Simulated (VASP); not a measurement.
# BaS (kn) (Fm-3m) in VASP: single point with PBEsol

Aim: the single point of BaS (kn) with PBEsol.

All numbers are computed with VASP 6.6.1; they aren't measurements. Logs are shortened: lines on timing, memory, paths and dates and some standing lists are left out, and cuts for length are marked.

## Step 1: The cell of the first run

It takes space group Fm-3m (No. 225, cubic). Conventional cell: a = 6.332 Å, b = 6.332 Å, c = 6.332 Å, α = 90.00°, β = 90.00°, γ = 90.00°. Ba (site symmetry m-3m) has 6 S at 3.17 Å within 4.2 Å. S (site symmetry m-3m) has 6 Ba at 3.17 Å within 4.2 Å.

## Step 2: Single point, PBEsol

INCAR

```
PREC     = Accurate       # precision mode
ENCUT    = 500            # plane-wave cutoff, eV
EDIFF    = 1E-6           # SCF threshold, eV
ISMEAR   = 0              # smearing method
SIGMA    = 0.02           # smearing width, eV
LREAL    = False          # projectors in reciprocal space
LASPH    = True           # aspherical terms in the spheres
NELM     = 120            # most SCF steps
ALGO     = Normal         # electronic algorithm
ISIF     = 2              # what is computed and relaxed
LWAVE    = False          # write WAVECAR
LCHARG   = False          # write CHGCAR
GGA      = PS             # functional
NBANDS   = 15             # bands
GGA_COMPAT= False
```

KPOINTS

```
regular mesh
0
Gamma
  4 4 4
```

POSCAR

```
BaS
1.0
    0.0000000000      3.1659234543      3.1659234543
    3.1659234543      0.0000000000      3.1659234543
    3.1659234543      3.1659234543      0.0000000000
Ba S
1 1
Direct
    0.0000000000      0.0000000000      0.0000000000
    0.5000000000      0.5000000000      0.5000000000
```

Potentials or basis: VASP PAW PBE potentials, release 64 (Ba_sv, S).

On the command line:

```
$ cat potpaw_PBE.64/Ba_sv/POTCAR potpaw_PBE.64/S/POTCAR > POTCAR
$ mpirun -np 1 vasp_std > vasp.out
```

OUTCAR:

```text
PREC = Accurate
   ENCUT = 500
   EDIFF = 1E-6
   ISMEAR = 0
   LREAL = False
   LASPH = True
   NELM = 120
   ISIF = 2
   GGA = PS

 ion  position               nearest neighbor table
   1  0.000  0.000  0.000-   2 3.17   2 3.17   2 3.17   2 3.17   2 3.17   2 3.17
   2  0.500  0.500  0.500-   1 3.17   1 3.17   1 3.17   1 3.17   1 3.17   1 3.17

  LATTYP: Found a face centered cubic cell.
 ALAT       =     6.3318469086

  Lattice vectors:

 A1 = (   0.0000000000,   3.1659234543,   3.1659234543)
 A2 = (   3.1659234543,   0.0000000000,   3.1659234543)
 A3 = (   3.1659234543,   3.1659234543,   0.0000000000)

Analysis of symmetry for initial positions (statically):
=====================================================================
 Subroutine PRICEL returns:
 Original cell was already a primitive cell.

 Routine SETGRP: Setting up the symmetry group for a
 face centered cubic supercell.

 Subroutine GETGRP returns: Found 48 space group operations
[... 9 lines left out ...]

 Routine SETGRP: Setting up the symmetry group for a
 face centered cubic supercell.

 Subroutine GETGRP returns: Found 48 space group operations
[... 11 lines left out ...]
                                     Primitive cell

  volume of cell :      63.4646

  direct lattice vectors                    reciprocal lattice vectors
     0.000000000  3.165923454  3.165923454    -0.157931803  0.157931803  0.157931803
     3.165923454  0.000000000  3.165923454     0.157931803 -0.157931803  0.157931803
     3.165923454  3.165923454  0.000000000     0.157931803  0.157931803 -0.157931803

  length of vectors
     4.477291887  4.477291887  4.477291887     0.273545907  0.273545907  0.273545907

  position of ions in fractional coordinates (direct lattice)
     0.000000000  0.000000000  0.000000000
     0.500000000  0.500000000  0.500000000

  ion indices of the primitive-cell ions
   primitive index   ion index
                 1           1
                 2           2

----------------------------------------------------------------------------------------

 KPOINTS: regular mesh

Automatic generation of k-mesh.
 Grid dimensions read from file:
 generate k-points for:    4    4    4

 Generating k-lattice:

  Cartesian coordinates                     Fractional coordinates (reciprocal lattice)
    -0.039482951  0.039482951  0.039482951     0.250000000  0.000000000  0.000000000
     0.039482951 -0.039482951  0.039482951     0.000000000  0.250000000  0.000000000
     0.039482951  0.039482951 -0.039482951     0.000000000  0.000000000  0.250000000

  Length of vectors
     0.068386477  0.068386477  0.068386477

  Shift w.r.t. Gamma in fractional coordinates (k-lattice)
     0.000000000  0.000000000  0.000000000

 Subroutine IBZKPT returns following result:
 ===========================================

 Found      8 irreducible k-points:

 Following reciprocal coordinates:
            Coordinates               Weight
  0.000000  0.000000  0.000000      1.000000
  0.250000  0.000000  0.000000      8.000000
  0.500000  0.000000  0.000000      4.000000
  0.250000  0.250000  0.000000      6.000000
  0.500000  0.250000  0.000000     24.000000
 -0.250000  0.250000  0.000000     12.000000
  0.500000  0.500000  0.000000      3.000000
 -0.250000  0.500000  0.250000      6.000000
   k-points           NKPTS =      8   k-points in BZ     NKDIM =      8   number of bands    NBANDS=     15
   number of dos      NEDOS =    301   number of ions     NIONS =      2
   total plane-waves  NPLWV =  46656
   dimension x,y,z NGX =    36 NGY =   36 NGZ =   36
   dimension x,y,z NGXF=    72 NGYF=   72 NGZF=   72
   ions per type =               1   1
   NGX,Y,Z   is equivalent  to a cutoff of  13.37, 13.37, 13.37 a.u.
   NGXF,Y,Z  is equivalent  to a cutoff of  26.73, 26.73, 26.73 a.u.
 SYSTEM =  unknown system
   PREC   = accura    normal or accurate (medium, high low for compatibility)
   ISTART =      0    job   : 0-new  1-cont  2-samecut
   ICHARG =      2    charge: 1-file 2-atom 10-const
   ISPIN  =      1    spin polarized calculation?
   LNONCOLLINEAR =      F non collinear calculations
   LSORBIT =      F    spin-orbit coupling
   LASPH  =      T    aspherical Exc in radial PAW
   ENCUT  =  500.0 eV  36.75 Ry    6.06 a.u.   8.16  8.16  8.16*2*pi/ulx,y,z
   NELM   =    120;   NELMIN=  2; NELMDL= -5     # of ELM steps
   EDIFF  = 0.1E-05   stopping-criterion for ELM
   LREAL  =      F    real-space projection
   EDIFFG = 0.1E-04   stopping-criterion for IOM
   NSW    =      0    number of steps for IOM
   IBRION =     -1    ionic relax: 0-MD 1-quasi-New 2-CG
   NFREE  =      0    steps in history (QN), initial steepest desc. (CG)
   ISIF   =      2    stress and relaxation
   ISYM   =      2    0-nonsym 1-usesym 2-fastsym
   POTIM  = 0.5000    time-step for ionic-motion
   TEBEG  =    0.0;   TEEND  =   0.0 temperature during run
   PSTRESS=    0.0 pullay stress
   NELECT =      16.0000    total number of electrons
   NUPDOWN=      -1.0000    fix difference up-down
   EMIN   =  10.00;   EMAX   =-10.00  energy-range for DOS
   EFERMI =   0.00;   METHOD = LEGACY
   ISMEAR =     0;   SIGMA  =   0.02  broadening in eV -4-tet -1-fermi 0-gaus
   EFERMI_NEDOS =   21; number of points for ismear=-14 and -15
   IALGO  =     38    algorithm
   IMIX   =      4    mixing-type and parameters
     AMIX     =   0.40;   BMIX     =  1.00
     AMIX_MAG =   1.60;   BMIX_MAG =  1.00
  volume/ion in A,a.u.               =      31.73       214.14
  Fermi-wavevector in a.u.,A,eV,Ry     =   1.034200  1.954354 14.552371  1.069569
  Thomas-Fermi vector in A             =   2.168483
   LORBIT       =      0    0 simple, 1 ext, 2 COOP (PROOUT), +10 PAW based schemes
   GGA     = PS    functional components
   LHFCALC =     F    Hartree Fock is set to
   AEXX    =    0.0000 exact exchange contribution
   IVDW    =     0    specifies the selected vdW correction
   LEPSILON=     F    determine dielectric tensor
   LRPA    =     F    only Hartree local field effects (RPA)
 non-spin polarized calculation
 Gauss-broadening in eV      SIGMA  =   0.02
  energy-cutoff  :      500.00
  volume of cell :       63.46
 maximum number of plane-waves:      1639
 NGX is ok and might be reduce to    36
   NGX = 17   NGY = 17   NGZ = 17

 number of electron      15.9999999 magnetization

 Free energy of the ion-electron system (eV)
  ---------------------------------------------------
  ext. energy  EPLUGINS =         0.00000000
  ---------------------------------------------------
  free energy    TOTEN  =       -10.71076721 eV

  energy without entropy =      -10.71076721  energy(sigma->0) =      -10.71076721

 E-fermi :   1.6175     XC(G=0):  -8.9314

 val. band max:        1.4889782518   @ k =   0.0000   0.0000   0.0000
 cond. band min:       3.4147941846   @ k =   0.5000   0.5000   0.0000
 fundamental gap:      1.9258159328
 Fermi energy:         1.6174539108

 k-point     1 :       0.0000    0.0000    0.0000
  band No.  band energies     occupation
      1     -24.4769      2.00000
      2      -9.5157      2.00000
      3      -9.5157      2.00000
      4      -9.5157      2.00000
      5      -8.9039      2.00000
      6       1.4890      2.00000
      7       1.4890      2.00000
      8       1.4890      2.00000
      9       5.0197      0.00000
     10       5.2648      0.00000
     11       5.2648      0.00000
     12       5.2648      0.00000
     13       6.2473      0.00000
     14       6.2473      0.00000
     15      10.0374      0.00000

 k-point     2 :       0.2500    0.0000    0.0000
  band No.  band energies     occupation
      1     -24.4509      2.00000
      2     -10.3620      2.00000
      3      -9.5372      2.00000
      4      -9.5372      2.00000
      5      -8.0088      2.00000
      6       0.2638      2.00000
      7       0.8153      2.00000
      8       0.8153      2.00000
      9       5.4928      0.00000
     10       6.1890      0.00000
     11       6.1890      0.00000
     12       6.8751      0.00000
     13       7.9247      0.00000
     14       7.9247      0.00000
     15      12.0734      0.00000

 k-point     3 :       0.5000    0.0000    0.0000
  band No.  band energies     occupation
      1     -24.4246      2.00000
      2     -10.8039      2.00000
      3      -9.5582      2.00000
      4      -9.5582      2.00000
      5      -7.5099      2.00000
      6      -0.5681      2.00000
      7       0.3277      2.00000
      8       0.3277      2.00000
      9       7.0393      0.00000
     10       7.0866      0.00000
     11       7.8408      0.00000
     12       7.8408      0.00000
     13      10.4307      0.00000
     14      10.4307      0.00000
     15      10.6299      0.00000

 k-point     4 :       0.2500    0.2500    0.0000
  band No.  band energies     occupation
      1     -24.4428      2.00000
      2     -10.2135      2.00000
      3      -9.6252      2.00000
      4      -9.6252      2.00000
      5      -8.2090      2.00000
      6       0.1211      2.00000
      7       1.3180      2.00000
      8       1.3180      2.00000
      9       4.1322      0.00000
     10       6.1611      0.00000
     11       6.7710      0.00000
     12       7.2291      0.00000
     13       7.2291      0.00000
     14       9.7668      0.00000
     15      12.8585      0.00000

 k-point     5 :       0.5000    0.2500    0.0000
  band No.  band energies     occupation
      1     -24.4170      2.00000
      2     -10.4571      2.00000
      3      -9.7602      2.00000
      4      -9.6473      2.00000
      5      -8.0446      2.00000
      6       0.2347      2.00000
      7       0.7052      2.00000
      8       0.8080      2.00000
      9       4.8075      0.00000
     10       7.4654      0.00000
     11       8.3300      0.00000
     12       8.4432      0.00000
     13       8.6662      0.00000
     14      10.0002      0.00000
     15      10.3378      0.00000

 k-point     6 :      -0.2500    0.2500    0.0000
  band No.  band energies     occupation
      1     -24.4252      2.00000
      2     -10.5307      2.00000
      3      -9.7668      2.00000
      4      -9.5600      2.00000
      5      -7.8117      2.00000
      6      -0.1834      2.00000
      7       0.4190      2.00000
      8       1.0129      2.00000
      9       5.9293      0.00000
     10       6.7860      0.00000
     11       6.8013      0.00000
     12       7.5715      0.00000
     13       9.2448      0.00000
     14      10.4877      0.00000
     15      11.4776      0.00000

 k-point     7 :       0.5000    0.5000    0.0000
  band No.  band energies     occupation
      1     -24.4093      2.00000
      2     -10.0666      2.00000
      3      -9.7328      2.00000
      4      -9.7328      2.00000
      5      -8.8113      2.00000
      6       0.9799      2.00000
      7       1.3636      2.00000
      8       1.3636      2.00000
      9       3.4148      0.00000
     10       7.4513      0.00000
     11       7.5655      0.00000
     12       9.1046      0.00000
     13       9.1046      0.00000
     14       9.1951      0.00000
     15      10.0161      0.00000

 k-point     8 :      -0.2500    0.5000    0.2500
  band No.  band energies     occupation
      1     -24.4088      2.00000
      2     -10.1450      2.00000
      3      -9.9037      2.00000
      4      -9.9037      2.00000
      5      -8.1732      2.00000
      6       0.3005      2.00000
      7       0.9918      2.00000
      8       0.9918      2.00000
      9       5.6948      0.00000
     10       5.6948      0.00000
     11       7.8604      0.00000
     12       8.4109      0.00000
     13       9.1321      0.00000
     14      11.1914      0.00000
     15      12.1979      0.00000

------------------------ aborting loop because EDIFF is reached ----------------------------------------

  FORCE on cell =-STRESS in cart. coord.  units (eV):
  Direction    XX          YY          ZZ          XY          YZ          ZX
  --------------------------------------------------------------------------------------
  -------------------------------------------------------------------------------------
  Total        0.2911991      0.2911991      0.2911991     -0.0000000      0.0000000      0.0000000
  in kB        7.3513886      7.3513886      7.3513886     -0.0000000      0.0000000      0.0000000
  external PRESSURE =       7.3513886 kB  Pullay stress =       0.0000000 kB

 VOLUME and BASIS-vectors are now :
 -----------------------------------------------------------------------------
  energy-cutoff  :      500.00
  volume of cell :       63.46
      direct lattice vectors                 reciprocal lattice vectors
     0.000000000  3.165923454  3.165923454    -0.157931803  0.157931803  0.157931803
     3.165923454  0.000000000  3.165923454     0.157931803 -0.157931803  0.157931803
     3.165923454  3.165923454  0.000000000     0.157931803  0.157931803 -0.157931803

 POSITION                                       TOTAL-FORCE (eV/Angst)
 -----------------------------------------------------------------------------------
      0.00000      0.00000      0.00000        -0.000000     -0.000000      0.000000
      3.16592      3.16592      3.16592         0.000000      0.000000     -0.000000
 -----------------------------------------------------------------------------------
    total drift:                                0.000000      0.000000      0.000000

  FREE ENERGIE OF THE ION-ELECTRON SYSTEM (eV)
  ---------------------------------------------------
  free  energy   TOTEN  =       -10.7107672111 eV

  energy  without entropy=      -10.7107672111  energy(sigma->0) =      -10.71076721
```

It took 17 s on 1 thread of AMD EPYC 7R43 (Zen 3), shared host; peak memory 0.16 GiB.

Results:

- Free energy: -10.7108 eV
- Pressure: 0.7 GPa
- Band gap on the k mesh: 1.93 eV, indirect (least direct gap 2.05 eV)

Caveat: the k points lie up to 0.43 Å⁻¹ apart; the PAW data sets were made with another functional, which shifts forces and pressure a little; spin-orbit coupling is left out, which moves the levels of the heavy elements. A k mesh can miss the band edges.
